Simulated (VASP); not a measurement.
# Se (P1) in VASP: further runs, part 3 of 3

VASP 6.6.1. Earlier steps stand in the parts before.

## 4. Electric field gradients, PBE (equal xy, yz and zx shear strains of +2 %)

File INCAR:

```
SYSTEM = Se
  ALGO = Normal
  EDIFF = 1E-8
  ENCUT = 520
  GGA = PE
  ISIF = 2
  ISMEAR = -1
  LASPH = .TRUE.
  LCHARG = .FALSE.
  LEFG = .TRUE.
  LREAL = .FALSE.
  LWAVE = .FALSE.
  NBANDS = 16
  NELM = 80
  PREC = Accurate
  SIGMA = 0.03
```

File KPOINTS:

```
k-points
0
G
  8 8 6
  0 0 0
```

File POSCAR:

```
Se
1.0
    4.3551696776      0.0435516968      0.0435516968
   -2.1398679630      3.7499117302      0.0159410274
    0.0494945000      0.0494945000      4.9494500000
Se
3
Direct
    0.2170000000      0.0000000000      0.1666666667
    0.0000000000      0.2170000000      0.8333333333
    0.7830000000      0.7830000000      0.5000000000
```

Potentials or basis: VASP PAW PBE potentials, release 64 (Se).

Started as:

```sh
> cat potpaw_PBE.64/Se/POTCAR > POTCAR
> mpirun -np 1 vasp_std > vasp.out
```

OUTCAR:

```text
SYSTEM = Se
   EDIFF = 1E-8
   ENCUT = 520
   GGA = PE
   ISIF = 2
   ISMEAR = -1
   LASPH = .TRUE.
   LREAL = .FALSE.
   NELM = 80
   PREC = Accurate

 ion  position               nearest neighbor table
   1  0.217  0.000  0.167-   3 2.30   2 2.32
   2  0.000  0.217  0.833-   1 2.32   3 2.35
   3  0.783  0.783  0.500-   1 2.30   2 2.35

  LATTYP: Found a triclinic cell.
 ALAT       =     4.3933433559
 B/A-ratio  =     2.0403951223
 C/A-ratio  =     0.9827452114
 COS(alpha) =     0.0044332854
 COS(beta)  =     0.5000757388
 COS(gamma) =     0.7243151607

  Lattice vectors:

 A1 = (   2.2153017146,   3.7934634270,   0.0594927242)
 A2 = (   6.5209768922,   3.7875206238,  -4.8464055790)
 A3 = (  -2.1398679630,   3.7499117302,   0.0159410274)

Analysis of symmetry for initial positions (statically):
=====================================================================
 Subroutine PRICEL returns:
 Original cell was already a primitive cell.

 Routine SETGRP: Setting up the symmetry group for a
 triclinic supercell.

 Subroutine GETGRP returns: Found  1 space group operations
 (whereof  1 operations were pure point group operations)
 out of a pool of  2 trial point group operations.

The static configuration has the point symmetry C_1 .

Analysis of symmetry for dynamics (positions and initial velocities):
=====================================================================
 Subroutine PRICEL returns:
 Original cell was already a primitive cell.

 Routine SETGRP: Setting up the symmetry group for a
 triclinic supercell.

 Subroutine GETGRP returns: Found  1 space group operations
 (whereof  1 operations were pure point group operations)
 out of a pool of  2 trial point group operations.

The dynamic configuration has the point symmetry C_1 .

 Subroutine INISYM returns: Found  1 space group operations
 (whereof  1 operations are pure point group operations),
 and found     1 'primitive' translations

----------------------------------------------------------------------------------------

                                     Primitive cell

  volume of cell :      81.2771

  direct lattice vectors                    reciprocal lattice vectors
     4.355169678  0.043551697  0.043551697     0.228344855  0.130319071 -0.003586639
    -2.139867963  3.749911730  0.015941027    -0.002625602  0.265185819 -0.002625602
     0.049494500  0.049494500  4.949450000    -0.002000818 -0.002000818  0.202082668

  length of vectors
     4.355605173  4.317537145  4.949944920     0.262939721  0.265211814  0.202102477

  position of ions in fractional coordinates (direct lattice)
     0.217000000  1.000000000  0.166666667
     1.000000000  0.217000000  0.833333333
     0.783000000  0.783000000  0.500000000

  ion indices of the primitive-cell ions
   primitive index   ion index
                 1           1
                 2           2
                 3           3

[... 77 lines left out ...]
   ISIF   =      2    stress and relaxation
   ISYM   =      2    0-nonsym 1-usesym 2-fastsym
   POTIM  = 0.5000    time-step for ionic-motion
   TEBEG  =    0.0;   TEEND  =   0.0 temperature during run
   PSTRESS=    0.0 pullay stress
   NELECT =      18.0000    total number of electrons
   NUPDOWN=      -1.0000    fix difference up-down
   EMIN   =  10.00;   EMAX   =-10.00  energy-range for DOS
   EFERMI =   0.00;   METHOD = LEGACY
   ISMEAR =    -1;   SIGMA  =   0.03  broadening in eV -4-tet -1-fermi 0-gaus
   EFERMI_NEDOS =   21; number of points for ismear=-14 and -15
   IALGO  =     38    algorithm
   IMIX   =      4    mixing-type and parameters
     AMIX     =   0.40;   BMIX     =  1.00
     AMIX_MAG =   1.60;   BMIX_MAG =  1.00
  volume/ion in A,a.u.               =      27.09       182.83
  Fermi-wavevector in a.u.,A,eV,Ry     =   0.990474  1.871724 13.347831  0.981038
  Thomas-Fermi vector in A             =   2.122146
   LORBIT       =      0    0 simple, 1 ext, 2 COOP (PROOUT), +10 PAW based schemes
   GGA     = PE    functional components
   LHFCALC =     F    Hartree Fock is set to
   AEXX    =    0.0000 exact exchange contribution
   IVDW    =     0    specifies the selected vdW correction
   LEPSILON=     F    determine dielectric tensor
   LRPA    =     F    only Hartree local field effects (RPA)
 non-spin polarized calculation
  energy-cutoff  :      520.00
  volume of cell :       81.28
 maximum number of plane-waves:      2202
   NGX = 17   NGY = 17   NGZ = 19

 number of electron      17.9999998 magnetization

 Free energy of the ion-electron system (eV)
  ---------------------------------------------------
  ext. energy  EPLUGINS =         0.00000000
  ---------------------------------------------------
  free energy    TOTEN  =       -10.36242236 eV

  energy without entropy =      -10.36242236  energy(sigma->0) =      -10.36242236

 E-fermi :   3.3150     XC(G=0):  -8.8335

 val. band max:        2.8101350966   @ k =   0.5000  -0.0000   0.5000
 cond. band min:       3.8539385763   @ k =   0.3750   0.2500   0.5000
 fundamental gap:      1.0438034797
 Fermi energy:         3.3149838925

 k-point     1 :       0.0000    0.0000    0.0000
  band No.  band energies     occupation
      1     -13.3932      2.00000
      2      -9.1259      2.00000
      3      -9.0258      2.00000
      4      -1.2583      2.00000
      5      -1.2408      2.00000
      6      -0.9949      2.00000
[... 433 lines left out ...]
      3      -9.1431      2.00000
      4      -2.4899      2.00000
      5      -2.3572      2.00000
      6      -0.2538      2.00000
[... 8 lines left out ...]
     15      11.0271      0.00000
     16      12.4471      0.00000

 [... further k-points ...]
[... 5 lines left out ...]
  --------------------------------------------------------------------------------------
  -------------------------------------------------------------------------------------
  Total        2.6809222      2.1772961      3.8914241      0.1276182     -0.5602051     -0.3310057
  in kB       52.8477506     42.9200064     76.7098014      2.5156763    -11.0430579     -6.5249581
  external PRESSURE =      57.4925195 kB  Pullay stress =       0.0000000 kB

 VOLUME and BASIS-vectors are now :
 -----------------------------------------------------------------------------
  energy-cutoff  :      520.00
  volume of cell :       81.28
      direct lattice vectors                 reciprocal lattice vectors
     4.355169678  0.043551697  0.043551697     0.228344855  0.130319071 -0.003586639
    -2.139867963  3.749911730  0.015941027    -0.002625602  0.265185819 -0.002625602
     0.049494500  0.049494500  4.949450000    -0.002000818 -0.002000818  0.202082668

 POSITION                                       TOTAL-FORCE (eV/Angst)
 -----------------------------------------------------------------------------------
      0.95332      0.01770      0.83436         1.315823      0.053230     -0.191695
     -0.42311      0.85498      4.12800        -0.611376      0.904670     -0.164097
      1.75933      2.99503      2.52131        -0.704448     -0.957900      0.355791
 -----------------------------------------------------------------------------------
    total drift:                               -0.000047     -0.000029     -0.000015

  FREE ENERGIE OF THE ION-ELECTRON SYSTEM (eV)
  ---------------------------------------------------
  free  energy   TOTEN  =       -10.3624223596 eV

  energy  without entropy=      -10.3624223592  energy(sigma->0) =      -10.36242236

 Electric field gradients (V/A^2)
---------------------------------------------------------------------
 ion       V_xx      V_yy      V_zz      V_xy      V_xz      V_yz
---------------------------------------------------------------------
   1     144.384  -345.958   201.574    11.129     6.838  -304.876
   2    -224.816    38.556   186.259  -213.730   286.862   169.791
   3    -221.731    21.611   200.120   218.883  -264.536   165.260
---------------------------------------------------------------------

 Electric field gradients after diagonalization (V/A^2)
 (convention: |V_zz| > |V_xx| > |V_yy|)
----------------------------------------------------------------------
 ion       V_xx      V_yy      V_zz     asymmetry (V_yy - V_xx)/ V_zz
----------------------------------------------------------------------
   1     337.576   144.636  -482.212       0.400
   2     347.242   157.631  -504.872       0.376
   3     341.066   150.083  -491.150       0.389
----------------------------------------------------------------------

           NMR quadrupolar parameters

 Cq : quadrupolar parameter    Cq=e*Q*V_zz/h
 eta: asymmetry parameters     (V_yy - V_xx)/ V_zz
 Q  : nuclear electric quadrupole moment in mb (millibarn)
----------------------------------------------------------------------
 ion       Cq(MHz)       eta       Q (mb)
----------------------------------------------------------------------
   1      -1.166       0.400       1.000
   2      -1.221       0.376       1.000
   3      -1.188       0.389       1.000
----------------------------------------------------------------------
```

OSZICAR:

```text
N       E                     dE             d eps       ncg     rms          rms(c)
DAV:   1     0.825307161967E+02    0.82531E+02   -0.72555E+03  6272   0.937E+02
DAV:   2    -0.520458671918E+01   -0.87735E+02   -0.83595E+02  8384   0.154E+02
DAV:   3    -0.104087185628E+02   -0.52041E+01   -0.51870E+01  7760   0.431E+01
DAV:   4    -0.104454630453E+02   -0.36744E-01   -0.36736E-01  8224   0.427E+00
DAV:   5    -0.104457260797E+02   -0.26303E-03   -0.26303E-03  7904   0.359E-01    0.760E+00
DAV:   6    -0.103838943610E+02    0.61832E-01   -0.37806E-02  7752   0.120E+00    0.471E+00
DAV:   7    -0.103630683117E+02    0.20826E-01   -0.78008E-02  7352   0.169E+00    0.215E-01
DAV:   8    -0.103622566548E+02    0.81166E-03   -0.90205E-03  7024   0.589E-01    0.110E-01
DAV:   9    -0.103623661452E+02   -0.10949E-03   -0.34400E-04  8856   0.115E-01    0.375E-02
DAV:  10    -0.103624180895E+02   -0.51944E-04   -0.49389E-05  7440   0.475E-02    0.680E-03
DAV:  11    -0.103624223613E+02   -0.42718E-05   -0.81600E-06  8496   0.175E-02    0.408E-03
DAV:  12    -0.103624223665E+02   -0.52061E-08   -0.16155E-06  8080   0.813E-03    0.141E-03
DAV:  13    -0.103624223639E+02    0.26514E-08   -0.21558E-07  8200   0.273E-03    0.517E-04
DAV:  14    -0.103624223596E+02    0.42495E-08   -0.22158E-08  7848   0.916E-04
   1 F= -.10362422E+02 E0= -.10362422E+02  d E =-.448633E-09
```

Run time: 3.4 min. Hardware: 1 thread of Intel Xeon Platinum 8488C (Sapphire Rapids), shared host; peak memory 0.33 GiB.

What came out:

| Item | Value |
| --- | --- |
| Free energy | -10.3624 eV |
| Pressure | 5.7 GPa |
| Largest force | 1.331 eV/Å |
| Band gap on the k mesh | 1.04 eV (least direct gap 1.16 eV) |
| Largest electric field gradient by atom | Se -482.2, -504.9, -491.1 V/Å² |

Forces on the atoms (eV/Å):
```
Se   1.316  0.053 -0.192
Se  -0.611  0.905 -0.164
Se  -0.704 -0.958  0.356
```

Levels at points of the mesh, in eV from the valence-band top:
```csv
k point,band 7,band 8,band 9,band 10,band 11,band 12
"(0.00, 0.00, 0.00)",-2.26,-2.22,-0.46,1.86,2.14,2.42
"(0.50, 0.00, 0.00)",-2.94,-1.99,-1.06,2.03,2.58,4.37
"(0.00, 0.50, 0.00)",-3.06,-2.02,-1.11,2.04,2.59,4.16
"(0.50, 0.50, 0.00)",-3.01,-2.02,-1.14,1.95,2.58,4.30
"(0.00, 0.00, 0.50)",-1.70,-1.53,-1.27,1.19,1.37,1.43
"(0.50, 0.00, 0.50)",-1.86,-1.50,0.00,1.51,2.76,3.14
"(0.00, 0.50, 0.50)",-1.93,-1.46,-0.07,1.45,2.79,3.09
"(0.50, 0.50, 0.50)",-1.94,-1.49,-0.06,1.49,2.76,3.17
```

Electric field gradients, principal values (V/Å²):
```tsv
atom	least	middle	greatest (by size)
1 Se	144.636	337.576	-482.212
2 Se	157.631	347.242	-504.872
3 Se	150.083	341.066	-491.150
```

Caveat: the cell differs from its parent crystal (equal xy, yz and zx shear strains of +2 %); the cell stands under pressure; without QUAD_EFG the Cq values of the log hold for a quadrupole moment of 1 mb, not for the nuclei; forces of over 1 eV/Å act on the atoms, so gaps and moduli don't describe the material at rest.
